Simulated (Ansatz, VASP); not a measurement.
# Na2PdBr6 in VASP and in Ansatz

```xyz
9
Lattice="0.0000 4.8113 4.8113 4.8113 0.0000 4.8113 4.8113 4.8113 0.0000" Properties=species:S:1:pos:R:3 pbc="T T T"
Pd    0.0000    0.0000    0.0000
Na    2.4057    2.4057    2.4057
Na    7.2170    7.2170    7.2170
Br    2.4057    4.8113    4.8113
Br    4.8113    2.4057    4.8113
Br    7.2170    4.8113    4.8113
Br    4.8113    7.2170    4.8113
Br    4.8113    4.8113    2.4057
Br    4.8113    4.8113    7.2170
```

Alike in both runs: task single point; functional r2SCAN; k mesh 6 × 6 × 6; no spin polarisation.

|  | VASP | Ansatz |
| --- | --- | --- |
| version | VASP 6.6.1 | Ansatz 0.2.0 |
| potentials or method | VASP PAW PBE potentials, release 64 (Pd, Na_pv, Br), cutoff 520 eV | PAW plane waves |
| occupations | fermi-dirac, width 0.1 eV | fermi-dirac |
| valence electrons in the cell | 66 | 78 |

Ansatz gave:

```
pressure (GPa) : 6.0
```

Estimate VASP's values.

pressure (GPa): 5.9.

VASP's potentials were made for PBE, not for r2SCAN. VASP's potentials hold 66 valence electrons a cell and Ansatz's 78, so a difference there can come from the potentials and not from the codes.
